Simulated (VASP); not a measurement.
A run of VASP 6.6.1 is set up as follows.

File INCAR:

```
SYSTEM = Ti3Al
PREC     = Accurate       ! precision mode
ENCUT    = 500            ! plane-wave cutoff, eV
EDIFF    = 1E-6           ! SCF threshold, eV
ISMEAR   = -1             ! smearing method
SIGMA    = 0.05           ! smearing width, eV
LREAL    = .FALSE.        ! projectors in reciprocal space
LASPH    = .TRUE.         ! aspherical terms in the spheres
NELM     = 120            ! most SCF steps
ALGO     = Normal         ! electronic algorithm
ISIF     = 2              ! what is computed and relaxed
LWAVE    = .FALSE.        ! write WAVECAR
LCHARG   = .FALSE.        ! write CHGCAR
GGA      = PE             ! functional
NBANDS   = 28             ! bands
GGA_COMPAT= .FALSE.
```

File KPOINTS:

```
regular mesh
0
G
  7 7 7
  0 0 0
```

The input POSCAR:

```
Ti3Al
1.0
    0.0000000000      3.1658077740      3.1658077740
    3.1658077740      0.0000000000      3.1658077740
    3.1658077740      3.1658077740      0.0000000000
Ti Al
3 1
Direct
    0.0000000000      0.0000000000      0.0000000000
    0.2500000000      0.2500000000      0.2500000000
    0.7500000000      0.7500000000      0.7500000000
    0.5000000000      0.5000000000      0.5000000000
```

Potentials or basis: VASP PAW PBE potentials, release 64 (Ti_sv, Al).

Command:

```bash
$ cat potpaw_PBE.64/Ti_sv/POTCAR potpaw_PBE.64/Al/POTCAR > POTCAR
$ mpirun -np 1 vasp_std > vasp.out
```

Task: What does it give for the pressure?

Result: 6.3 GPa.
